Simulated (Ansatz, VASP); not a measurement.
Bi in VASP and in Ansatz

INCAR

```
SYSTEM = Bi
PREC     = Accurate       ! precision mode
ENCUT    = 520            ! plane-wave cutoff, eV
EDIFF    = 1E-6           ! SCF threshold, eV
ISMEAR   = -1             ! smearing method
SIGMA    = 0.03           ! smearing width, eV
LREAL    = .FALSE.        ! projectors in reciprocal space
LASPH    = .TRUE.         ! aspherical terms in the spheres
NELM     = 80             ! most SCF steps
ALGO     = Normal         ! electronic algorithm
ISIF     = 2              ! what is computed and relaxed
LWAVE    = .FALSE.        ! write WAVECAR
LCHARG   = .FALSE.        ! write CHGCAR
NBANDS   = 22             ! bands
```

KPOINTS

```
regular mesh
0
G
  11 11 11
  0 0 0
```

The input POSCAR:

```
Bi
1.0
    2.2502696816      1.2991938064      3.9540000000
   -2.2502696816      1.2991938064      3.9540000000
    0.0000000000     -2.5983876128      3.9540000000
Bi
2
Direct
    0.2338900000      0.2338900000      0.2338900000
    0.7661100000      0.7661100000      0.7661100000
```

Input for Ansatz:

```yaml
crystal:
  lattice:
    - [2.2502696816, 1.2991938064, 3.954]
    - [-2.2502696816, 1.2991938064, 3.954]
    - [0.0, -2.5983876128, 3.954]
  atoms:
    - { symbol: Bi, position: [0.23389, 0.23389, 0.23389] }
    - { symbol: Bi, position: [0.76611, 0.76611, 0.76611] }
kpoints:
  mp_grid: { grid: [11, 11, 11] }
  band_path:
    path:
      - [0.0, 0.0, 0.0]
      - [0.5, 0.5, 0.5]
      - [0.7613580648, 0.2386419352, 0.5]
      - [0.5, -0.2386419352, 0.2386419352]
      - [0.5, 0.0, 0.0]
      - [0.0, 0.0, 0.0]
      - [0.3693209676, -0.3693209676, 0.0]
      - [0.6306790324, 0.0, 0.3693209676]
      - [0.5, 0.0, 0.5]
    npoints: 5
scf:
  occupations: { method: fermi_dirac, width: 0.03 }
hamiltonian:
  xc: lda
  pseudopotentials: { kind: all_electron, lapw: { basis_error: 0.00025 } }
output:
  forces: true
  stress: true
  eigenvalues: true
```

Change from the starting cell: equal xx and yy strain of -1 %.

Alike in both runs: task single point; functional LDA; k mesh 11 × 11 × 11; occupations fermi-dirac, width 0.03 eV; no spin polarisation.

|  | VASP | Ansatz |
| --- | --- | --- |
| version | VASP 6.6.1 | Ansatz 0.2.0 |
| potentials or method | VASP PAW LDA potentials, release 64 (Bi_d), cutoff 520 eV | all-electron LAPW, scalar-relativistic |

|  | VASP | Ansatz | Ansatz less VASP |
| --- | --- | --- | --- |
| pressure (GPa) | -0.8 | -0.8 | -0.07 |
| traceless stress, the component that is largest in VASP (GPa) | -0.22 | -0.20 | +0.021 |
| rms of the force components (eV/Å) | 0.080 | 0.067 | -0.0132 |

LDA's correlation is that of Perdew and Zunger in VASP and of Perdew and Wang (1992) in Ansatz. Atom by atom the forces differ by 0.013 eV/Å (rms over components). Ansatz ran all-electron here, and VASP with PAW potentials.

Neither program's run includes spin-orbit coupling.
